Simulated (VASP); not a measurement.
# H (P6_3/mmc) in VASP: further runs

The runs below take H through single point, with PBE.

All numbers are computed with VASP 6.6.1; they aren't measurements. Logs are shortened: lines on timing, memory, paths and dates and some standing lists are left out, and cuts for length are marked.

## Step 1: The cell of the first run

Symmetry: P6_3/mmc, No. 194, hexagonal system. Conventional cell: a = 3.840 Å, b = 3.840 Å, c = 5.047 Å, α = 90.00°, β = 90.00°, γ = 120.00°. H (site symmetry 3m) has 1 H at 0.74 Å within 1.0 Å.

## Step 2: Single point, PBE

INCAR reads:

```
  PREC = Accurate
  ENCUT = 520
  EDIFF = 1E-7
  ISMEAR = 0
  SIGMA = 0.05
  LREAL = False
  LASPH = True
  NELM = 80
  ALGO = Normal
  ISIF = 2
  LWAVE = False
  LCHARG = False
  GGA = PE
  NBANDS = 10
```

KPOINTS reads:

```
Automatic mesh
0
Gamma
  9 9 6
```

POSCAR reads:

```
H
1.0
    3.8401304226      0.0000000000      0.0000000000
   -1.9200652113      3.3256504998      0.0000000000
    0.0000000000      0.0000000000      5.0466615500
H
4
Direct
    0.3333333333      0.6666666667      0.1764958800
    0.6666666667      0.3333333333      0.6764958800
    0.6666666667      0.3333333333      0.8235041200
    0.3333333333      0.6666666667      0.3235041200
```

Potentials or basis: VASP PAW PBE potentials, release 64 (H).

Started as:

```bash
$ cat potpaw_PBE.64/H/POTCAR > POTCAR
$ mpirun -np 1 vasp_std > vasp.out
```

OUTCAR:

```text
PREC = Accurate
   ENCUT = 520
   EDIFF = 1E-7
   ISMEAR = 0
   LREAL = False
   LASPH = True
   NELM = 80
   ISIF = 2
   GGA = PE

 ion  position               nearest neighbor table
   1  0.333  0.667  0.176-   4 0.74
   2  0.667  0.333  0.676-   3 0.74
   3  0.667  0.333  0.824-   2 0.74
   4  0.333  0.667  0.324-   1 0.74

  LATTYP: Found a hexagonal cell.
 ALAT       =     3.8401304226
 C/A-ratio  =     1.3141901432

  Lattice vectors:

 A1 = (   3.8401304226,   0.0000000000,   0.0000000000)
 A2 = (  -1.9200652113,   3.3256504998,   0.0000000000)
 A3 = (   0.0000000000,   0.0000000000,   5.0466615500)

Analysis of symmetry for initial positions (statically):
=====================================================================
 Subroutine PRICEL returns:
 Original cell was already a primitive cell.

 Routine SETGRP: Setting up the symmetry group for a
 hexagonal supercell.

 Subroutine GETGRP returns: Found 24 space group operations
 (whereof 12 operations were pure point group operations)
 out of a pool of 24 trial point group operations.

The static configuration has the point symmetry D_3d.
 The point group associated with its full space group is D_6h.

Analysis of symmetry for dynamics (positions and initial velocities):
=====================================================================
 Subroutine PRICEL returns:
 Original cell was already a primitive cell.

 Routine SETGRP: Setting up the symmetry group for a
 hexagonal supercell.

 Subroutine GETGRP returns: Found 24 space group operations
 (whereof 12 operations were pure point group operations)
 out of a pool of 24 trial point group operations.

The dynamic configuration has the point symmetry D_3d.
 The point group associated with its full space group is D_6h.

 Subroutine INISYM returns: Found 24 space group operations
 (whereof 12 operations are pure point group operations),
 and found     1 'primitive' translations

----------------------------------------------------------------------------------------

                                     Primitive cell

  volume of cell :      64.4506

  direct lattice vectors                    reciprocal lattice vectors
     3.840130423  0.000000000  0.000000000     0.260407822  0.150346526  0.000000000
    -1.920065211  3.325650500  0.000000000     0.000000000  0.300693052  0.000000000
     0.000000000  0.000000000  5.046661550     0.000000000  0.000000000  0.198150795

[... 90 lines left out ...]
   NSW    =      0    number of steps for IOM
   IBRION =     -1    ionic relax: 0-MD 1-quasi-New 2-CG
   NFREE  =      0    steps in history (QN), initial steepest desc. (CG)
   ISIF   =      2    stress and relaxation
   ISYM   =      2    0-nonsym 1-usesym 2-fastsym
   POTIM  = 0.5000    time-step for ionic-motion
   TEBEG  =    0.0;   TEEND  =   0.0 temperature during run
   PSTRESS=    0.0 pullay stress
   NELECT =       4.0000    total number of electrons
   NUPDOWN=      -1.0000    fix difference up-down
   EMIN   =  10.00;   EMAX   =-10.00  energy-range for DOS
   EFERMI =   0.00;   METHOD = LEGACY
   ISMEAR =     0;   SIGMA  =   0.05  broadening in eV -4-tet -1-fermi 0-gaus
   EFERMI_NEDOS =   21; number of points for ismear=-14 and -15
   IALGO  =     38    algorithm
   IMIX   =      4    mixing-type and parameters
     AMIX     =   0.40;   BMIX     =  1.00
     AMIX_MAG =   1.60;   BMIX_MAG =  1.00
  volume/ion in A,a.u.               =      16.11       108.73
  Fermi-wavevector in a.u.,A,eV,Ry     =   0.648165  1.224855  5.716059  0.420119
  Thomas-Fermi vector in A             =   1.716710
   LORBIT       =      0    0 simple, 1 ext, 2 COOP (PROOUT), +10 PAW based schemes
   GGA     = PE    functional components
   LHFCALC =     F    Hartree Fock is set to
   AEXX    =    0.0000 exact exchange contribution
   IVDW    =     0    specifies the selected vdW correction
   LEPSILON=     F    determine dielectric tensor
   LRPA    =     F    only Hartree local field effects (RPA)
 non-spin polarized calculation
 Gauss-broadening in eV      SIGMA  =   0.05
  energy-cutoff  :      520.00
  volume of cell :       64.45
 maximum number of plane-waves:      1773
 NGX is ok and might be reduce to    30
   NGX = 15   NGY = 15   NGZ = 19

 number of electron       4.0000003 magnetization

 Free energy of the ion-electron system (eV)
  ---------------------------------------------------
  ext. energy  EPLUGINS =         0.00000000
  ---------------------------------------------------
  free energy    TOTEN  =       -13.57498366 eV

  energy without entropy =      -13.57498366  energy(sigma->0) =      -13.57498366

 E-fermi :  -8.6708     XC(G=0):  -4.5693

 val. band max:       -8.9305874877   @ k =   0.0000   0.0000   0.0000
 cond. band min:       0.4694044578   @ k =   0.0000   0.0000   0.0000
 fundamental gap:      9.3999919455
 Fermi energy:        -8.6708223063

 k-point     1 :       0.0000    0.0000    0.0000
  band No.  band energies     occupation
      1     -10.3285      2.00000
      2      -8.9306      2.00000
      3       0.4694      0.00000
      4       3.0453      0.00000
      5       6.1469      0.00000
      6       7.7262      0.00000
      7       8.3274      0.00000
      8       8.3274      0.00000
      9       9.7151      0.00000
     10       9.7151      0.00000
[... 287 lines left out ...]
 k-point    24 :       0.3333    0.3333    0.1667
  band No.  band energies     occupation
      1      -9.3231      2.00000
      2      -9.3231      2.00000
      3       1.7898      0.00000
      4       2.4341      0.00000
      5       2.4341      0.00000
      6       5.1536      0.00000
      7       5.1536      0.00000
      8       5.6610      0.00000
      9       9.6962      0.00000
     10      12.6858      0.00000

 [... further k-points ...]
[... 5 lines left out ...]
  --------------------------------------------------------------------------------------
  -------------------------------------------------------------------------------------
  Total       -0.0433624     -0.0433624      0.3872283     -0.0000000      0.0000000      0.0000000
  in kB       -1.0779458     -1.0779458      9.6261113     -0.0000000      0.0000000      0.0000000
  external PRESSURE =       2.4900733 kB  Pullay stress =       0.0000000 kB

 VOLUME and BASIS-vectors are now :
 -----------------------------------------------------------------------------
  energy-cutoff  :      520.00
  volume of cell :       64.45
      direct lattice vectors                 reciprocal lattice vectors
     3.840130423  0.000000000  0.000000000     0.260407822  0.150346526  0.000000000
    -1.920065211  3.325650500  0.000000000     0.000000000  0.300693052  0.000000000
     0.000000000  0.000000000  5.046661550     0.000000000  0.000000000  0.198150795

 POSITION                                       TOTAL-FORCE (eV/Angst)
 -----------------------------------------------------------------------------------
     -0.00000      2.21710      0.89071        -0.000000      0.000000     -0.299010
      1.92007      1.10855      3.41405         0.000000     -0.000000     -0.299010
      1.92007      1.10855      4.15595         0.000000     -0.000000      0.299010
     -0.00000      2.21710      1.63262         0.000000      0.000000      0.299010
 -----------------------------------------------------------------------------------
    total drift:                                0.000000     -0.000000      0.000000

  FREE ENERGIE OF THE ION-ELECTRON SYSTEM (eV)
  ---------------------------------------------------
  free  energy   TOTEN  =       -13.5749836594 eV

  energy  without entropy=      -13.5749836594  energy(sigma->0) =      -13.57498366
```

stdout:

```text
POSCAR found type information on POSCAR H
 POSCAR found :  1 types and       4 ions
 scaLAPACK will be used
 LDA part: xc-table for (Slater+PW92), standard interpolation
 POSCAR, INCAR and KPOINTS ok, starting setup
 FFT: planning ... GRIDC
 FFT: planning ... GRID_SOFT
 FFT: planning ... GRID
 WAVECAR not read
 entering main loop
```

Wall time 11 s (1 thread of Intel Xeon 6975P-C (Granite Rapids), shared host); peak memory 0.17 GiB.

Results:

```yaml
Free_energy: -13.5750 eV
Pressure: 0.2 GPa
Largest_force: 0.299 eV/Å
Band_gap_on_the_k_mesh: 9.40 eV, direct
```

Forces in eV/Å, atoms in the order of the input:
```
H    0.000  0.000 -0.299
H    0.000  0.000 -0.299
H    0.000  0.000  0.299
H    0.000  0.000  0.299
```

## Step 3: Single point, PBE

INCAR reads:

```
SYSTEM = H
PREC = Accurate ; ENCUT = 520
EDIFF = 1E-6 ; ISMEAR = 0
SIGMA = 0.05 ; LREAL = .FALSE.
LASPH = .TRUE. ; NELM = 100
ALGO = Normal ; ISIF = 2
LWAVE = .FALSE. ; LCHARG = .TRUE.
GGA = PE ; LELF = .TRUE.
LVHAR = .TRUE. ; NBANDS = 10
```

KPOINTS reads:

```
Automatic mesh
0
G
  9 9 6
  0 0 0
```

POSCAR is that of step 2.

Potentials or basis: VASP PAW PBE potentials, release 64 (H).

Started as:

```bash
$ cat potpaw_PBE.64/H/POTCAR > POTCAR
$ mpirun -np 1 vasp_std > vasp.out
```

It took 11 s on 1 thread of Intel Xeon 6975P-C (Granite Rapids), shared host; peak memory 0.17 GiB.

It converged, with:

```yaml
Free_energy: -13.5750 eV
Pressure: 0.2 GPa
Largest_force: 0.299 eV/Å
Band_gap_on_the_k_mesh: 9.40 eV, direct
```

Forces on the atoms (eV/Å):
```
H    0.000  0.000 -0.299
H    0.000  0.000 -0.299
H    0.000  0.000  0.299
H    0.000  0.000  0.299
```

Stress tensor (GPa, compression positive):
```
-0.11  0.00  0.00
 0.00 -0.11  0.00
 0.00  0.00  0.96
```

Levels at points of the mesh, in eV from the valence-band top:
```csv
k point,band 1,band 2,band 3,band 4,band 5,band 6
"(0.00, 0.00, 0.00)",-1.40,0.00,9.40,11.98,15.08,16.66
"(0.00, 0.00, 0.50)",-0.76,-0.76,10.42,10.42,17.20,17.20
```
